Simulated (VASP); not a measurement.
Crystal: MgO.

```
Mg O
1.0
     3.48408    0.00000    0.00000
    -1.74204    3.01730    0.00000
     0.00000    0.00000    4.18532
Mg O
2 2
Direct
  0.66667 0.33333 0.75000
  0.33333 0.66667 0.25000
  0.66667 0.33333 0.25000
  0.33333 0.66667 0.75000
```

Base run:

| Property | Result |
| --- | --- |
| Program | VASP 6.6.1 |
| Functional | PBE |
| Potentials or basis | VASP PAW PBE potentials, release 64 (Mg, O) |
| Cutoff | 520 eV |
| k mesh | 6 × 6 × 4 |
| Occupations | gaussian, width 0.01 eV |
| Spin | no spin polarisation |

Its results: band gap on the k mesh 3.43 eV, direct; pressure 4.0 GPa.

Task: The run is repeated on the same cell with these changes: functional from PBE to r2SCAN. What comes out?

Result: Band gap on the k mesh 4.08 eV, direct; pressure -0.8 GPa.

r2SCAN gives the wider gap, since meta-GGAs in the generalised Kohn-Sham scheme recover part of the derivative discontinuity.

Caveats: the PAW data sets were made with another functional, which shifts forces and pressure a little (some runs).

